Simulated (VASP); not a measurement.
# Mn (R-3m) in VASP: a series of runs

Runs on Mn. Level: PBE. Tasks: single point.

Program: VASP 6.6.1. These are calculated values, not measurements. Logs are shortened: lines on timing, memory, paths and dates and some standing lists are left out, and cuts for length are marked.

### 1 The cell of the first run

Symmetry: R-3m, No. 166, trigonal system. The conventional cell has a = 4.186 Å, b = 4.186 Å, c = 5.127 Å, α = 90.00°, β = 90.00°, γ = 120.00°. Mn (site symmetry 3m) has 14 Mn at 2.51 to 2.96 Å within 3.3 Å.

### 2 Single point, PBE, collinear spin, ferrimagnetic start

Contents of INCAR:

```
SYSTEM = Mn
PREC = Accurate
ENCUT = 500
EDIFF = 1E-6
ISMEAR = -1
SIGMA = 0.1
LREAL = .False.
LASPH = .True.
NELM = 200
ALGO = Normal
ISIF = 2
LWAVE = .False.
LCHARG = .True.
ISPIN = 2
MAGMOM = 3 -1
LORBIT = 11
LMAXMIX = 4
GGA = PE
LELF = .True.
LVHAR = .True.
NBANDS = 24
GGA_COMPAT = .False.
```

Contents of KPOINTS:

```
regular mesh
0
Gamma
  4 4 4
  0 0 0
```

Contents of POSCAR:

```
Mn
1.0
    2.9600000000      0.0000000000      0.0000000000
    0.0000000000      2.9600000000      0.0000000000
    0.0000000000      0.0000000000      2.9600000000
Mn
2
Direct
    0.0000000000      0.0000000000      0.0000000000
    0.5100000000      0.5100000000      0.5100000000
```

Potentials or basis: VASP PAW PBE potentials, release 64 (Mn_pv).

Launch:

```console
cat potpaw_PBE.64/Mn_pv/POTCAR > POTCAR
mpirun -np 1 vasp_std > vasp.out
```

OUTCAR:

```text
SYSTEM = Mn
   PREC = Accurate
   ENCUT = 500
   EDIFF = 1E-6
   ISMEAR = -1
   LREAL = .False.
   LASPH = .True.
   NELM = 200
   ISIF = 2
   ISPIN = 2
   LORBIT = 11
   GGA = PE

 ion  position               nearest neighbor table
   1  0.000  0.000  0.000-   2 2.51   2 2.55   2 2.55   2 2.55   2 2.58   2 2.58   2 2.58   2 2.61

   2  0.510  0.510  0.510-   1 2.51   1 2.55   1 2.55   1 2.55   1 2.58   1 2.58   1 2.58   1 2.61

  LATTYP: Found a simple cubic cell.
 ALAT       =     2.9600000000

  Lattice vectors:

 A1 = (   2.9600000000,   0.0000000000,   0.0000000000)
 A2 = (   0.0000000000,   2.9600000000,   0.0000000000)
 A3 = (   0.0000000000,   0.0000000000,   2.9600000000)

Analysis of symmetry for initial positions (statically):
=====================================================================
 Subroutine PRICEL returns:
 Original cell was already a primitive cell.

 Routine SETGRP: Setting up the symmetry group for a
 simple cubic supercell.

 Subroutine GETGRP returns: Found 12 space group operations
 (whereof  6 operations were pure point group operations)
 out of a pool of 48 trial point group operations.

The static configuration has the point symmetry C_3v.
 The point group associated with its full space group is D_3d.

Analysis of symmetry for dynamics (positions and initial velocities):
=====================================================================
 Subroutine PRICEL returns:
 Original cell was already a primitive cell.

 Routine SETGRP: Setting up the symmetry group for a
 simple cubic supercell.

 Subroutine GETGRP returns: Found 12 space group operations
 (whereof  6 operations were pure point group operations)
 out of a pool of 48 trial point group operations.

The dynamic configuration has the point symmetry C_3v.
 The point group associated with its full space group is D_3d.

Analysis of structural, dynamic, and magnetic symmetry:
=====================================================================
 Subroutine PRICEL returns:
 Original cell was already a primitive cell.

 Routine SETGRP: Setting up the symmetry group for a
 simple cubic supercell.

 Subroutine GETGRP returns: Found  6 space group operations
 (whereof  6 operations were pure point group operations)
 out of a pool of 48 trial point group operations.

The overall configuration has the point symmetry C_3v.

 Subroutine INISYM returns: Found  6 space group operations
 (whereof  6 operations are pure point group operations),
[... 103 lines left out ...]
     AMIX     =   0.40;   BMIX     =  1.00
     AMIX_MAG =   1.60;   BMIX_MAG =  1.00
  volume/ion in A,a.u.               =      12.97        87.51
  Fermi-wavevector in a.u.,A,eV,Ry     =   1.638479  3.096277 36.526387  2.684614
  Thomas-Fermi vector in A             =   2.729445
   LORBIT       =     11    0 simple, 1 ext, 2 COOP (PROOUT), +10 PAW based schemes
   GGA     = PE    functional components
   LHFCALC =     F    Hartree Fock is set to
   AEXX    =    0.0000 exact exchange contribution
   IVDW    =     0    specifies the selected vdW correction
   LEPSILON=     F    determine dielectric tensor
   LRPA    =     F    only Hartree local field effects (RPA)
 spin polarized calculation
  energy-cutoff  :      500.00
  volume of cell :       25.93
 maximum number of plane-waves:       691
 NGX is ok and might be reduce to    24
   NGX = 11   NGY = 11   NGZ = 11

 number of electron      25.9999998 magnetization       2.0901446

 Free energy of the ion-electron system (eV)
  ---------------------------------------------------
  ext. energy  EPLUGINS =         0.00000000
  ---------------------------------------------------
  free energy    TOTEN  =       -17.60896102 eV

  energy without entropy =      -17.51896505  energy(sigma->0) =      -17.56396303

 E-fermi :   8.5446     XC(G=0): -12.8635

 val. band max:        8.5315562624   @ k =   0.2500   0.0000   0.0000
 cond. band min:       8.5863540040   @ k =   0.5000   0.5000   0.0000
 fundamental gap:      0.0547977416
 Fermi energy:         8.5445802409

 spin component 1

 k-point     1 :       0.0000    0.0000    0.0000
  band No.  band energies     occupation
      1     -40.9559      1.00000
      2     -40.9557      1.00000
      3     -40.9557      1.00000
      4     -38.9596      1.00000
      5     -38.9575      1.00000
      6     -38.9575      1.00000
[... 340 lines left out ...]
     23      17.9054      0.00000
     24      18.8245      0.00000
 Fermi energy:         8.5445802409

 spin component 2

 k-point     1 :       0.0000    0.0000    0.0000
  band No.  band energies     occupation
      1     -39.8784      1.00000
      2     -39.8756      1.00000
      3     -39.8756      1.00000
      4     -37.7300      1.00000
      5     -37.7293      1.00000
      6     -37.7293      1.00000
[... 340 lines left out ...]
     23      18.3208      0.00000
     24      19.2222      0.00000

------------------------ aborting loop because EDIFF is reached ----------------------------------------

  FORCE on cell =-STRESS in cart. coord.  units (eV):
  Direction    XX          YY          ZZ          XY          YZ          ZX
  --------------------------------------------------------------------------------------
  -------------------------------------------------------------------------------------
  Total       -2.3732265     -2.3732265     -2.3732265      0.0106057      0.0106057      0.0106057
  in kB     -146.6137309   -146.6137309   -146.6137309      0.6552017      0.6552017      0.6552017
  external PRESSURE =    -146.6137309 kB  Pullay stress =       0.0000000 kB

 VOLUME and BASIS-vectors are now :
 -----------------------------------------------------------------------------
  energy-cutoff  :      500.00
  volume of cell :       25.93
      direct lattice vectors                 reciprocal lattice vectors
     2.960000000  0.000000000  0.000000000     0.337837838  0.000000000  0.000000000
     0.000000000  2.960000000  0.000000000     0.000000000  0.337837838  0.000000000
     0.000000000  0.000000000  2.960000000     0.000000000  0.000000000  0.337837838

 POSITION                                       TOTAL-FORCE (eV/Angst)
 -----------------------------------------------------------------------------------
      0.00000      0.00000      0.00000         0.074370      0.074370      0.074370
      1.50960      1.50960      1.50960        -0.074370     -0.074370     -0.074370
 -----------------------------------------------------------------------------------
    total drift:                                0.000096      0.000096      0.000099

  FREE ENERGIE OF THE ION-ELECTRON SYSTEM (eV)
  ---------------------------------------------------
  free  energy   TOTEN  =       -17.6089610184 eV

  energy  without entropy=      -17.5189650462  energy(sigma->0) =      -17.56396303

 total charge

# of ion       s       p       d       tot
------------------------------------------
    1        0.372   6.291   4.993  11.656
    2        0.353   6.286   5.073  11.713
--------------------------------------------------
tot          0.725  12.577  10.066  23.369

 magnetization (x)

# of ion       s       p       d       tot
------------------------------------------
    1        0.029   0.012   2.959   3.000
    2       -0.021  -0.030  -0.873  -0.925
--------------------------------------------------
tot          0.007  -0.018   2.086   2.076
```

stdout:

```text
POSCAR found type information on POSCAR Mn
 POSCAR found :  1 types and       2 ions
 scaLAPACK will be used
 LDA part: xc-table for (Slater+PW92), standard interpolation
 POSCAR, INCAR and KPOINTS ok, starting setup
 FFT: planning ... GRIDC
 FFT: planning ... GRID_SOFT
 FFT: planning ... GRID
 WAVECAR not read
 entering main loop
```

Run time: 8.7 s. Hardware: 1 thread of Intel Xeon 6975P-C (Granite Rapids), shared host; peak memory 0.14 GiB.

Results:

* Free energy: -17.6090 eV
* Pressure: -14.7 GPa
* Largest force: 0.129 eV/Å
* Net moment: 2.09 μB per cell
* Site moments: Mn +3.00, -0.93 μB
* Valence electrons inside the program's atomic spheres: Mn 11.66, 11.71

Forces on the atoms (eV/Å):
```
Mn   0.074  0.074  0.074
Mn  -0.074 -0.074 -0.074
```

Caveat: the k points lie up to 0.53 Å⁻¹ apart.

### 3 Single point, PBE, collinear spin, ferromagnetic start

Contents of INCAR:

```
SYSTEM = Mn
PREC     = Accurate       ! precision mode
ENCUT    = 500            ! plane-wave cutoff, eV
EDIFF    = 1E-6           ! SCF threshold, eV
ISMEAR   = -1             ! smearing method
SIGMA    = 0.1            ! smearing width, eV
LREAL    = .False.        ! projectors in reciprocal space
LASPH    = .True.         ! aspherical terms in the spheres
NELM     = 200            ! most SCF steps
ALGO     = Normal         ! electronic algorithm
ISIF     = 2              ! what is computed and relaxed
LWAVE    = .False.        ! write WAVECAR
LCHARG   = .False.        ! write CHGCAR
ISPIN    = 2              ! spin polarisation
MAGMOM   = 1 1            ! initial moments
LORBIT   = 11             ! projections on sites
LMAXMIX  = 4              ! l up to which the mixer works
GGA      = PE             ! functional
NBANDS   = 24             ! bands
GGA_COMPAT= .False.
```

KPOINTS is that of step 2.

POSCAR is that of step 2.

Potentials or basis: VASP PAW PBE potentials, release 64 (Mn_pv).

Launch:

```console
cat potpaw_PBE.64/Mn_pv/POTCAR > POTCAR
mpirun -np 1 vasp_std > vasp.out
```

Run time: 7.2 s. Hardware: 1 thread of Intel Xeon 6975P-C (Granite Rapids), shared host; peak memory 0.14 GiB.

The run converged. Its results:

```
Free energy                                           : -17.3662 eV
Pressure                                              : -28.9 GPa
Largest force                                         : 0.120 eV/Å
Net moment                                            : 2.11 μB per cell
Site moments                                          : Mn +1.07 μB
Valence electrons inside the program's atomic spheres : Mn 11.68
```

Forces in eV/Å, atoms in the order of the input:
```
Mn   0.069  0.069  0.069
Mn  -0.069 -0.069 -0.069
```

Stress tensor (GPa, compression positive):
```
-28.88   0.06   0.06
  0.06 -28.88   0.06
  0.06   0.06 -28.88
```

Levels at points of the mesh, in eV from the Fermi level:
Spin up:
```tsv
k point	band 10	band 11	band 12	band 13	band 14	band 15	band 16	band 17	band 18	band 19
(0.00, 0.00, 0.00)	-1.37	-1.37	-1.37	-0.13	-0.13	1.01	1.01	1.03	9.26	9.26
(0.50, 0.00, 0.00)	-1.99	-0.99	-0.98	-0.96	-0.95	-0.27	-0.11	0.88	1.03	15.96
(0.50, 0.50, 0.00)	-2.45	-0.10	-0.08	0.07	0.08	0.62	0.64	1.28	1.29	7.33
(0.50, 0.50, 0.50)	-2.38	-2.38	-2.36	0.11	0.11	0.11	0.11	8.17	8.30	8.30
```
Spin down:
| k point | band 10 | band 11 | band 12 | band 13 | band 14 | band 15 |
| --- | --- | --- | --- | --- | --- | --- |
| (0.00, 0.00, 0.00) | -0.56 | -0.54 | -0.54 | 1.29 | 1.29 | 1.96 |
| (0.50, 0.00, 0.00) | -0.85 | -0.20 | -0.19 | -0.15 | -0.14 | 0.60 |
| (0.50, 0.50, 0.00) | -1.71 | 0.65 | 0.67 | 1.17 | 1.21 | 1.52 |
| (0.50, 0.50, 0.50) | -1.78 | -1.78 | -1.77 | 1.57 | 1.57 | 1.57 |

Caveat: the k points lie up to 0.53 Å⁻¹ apart.
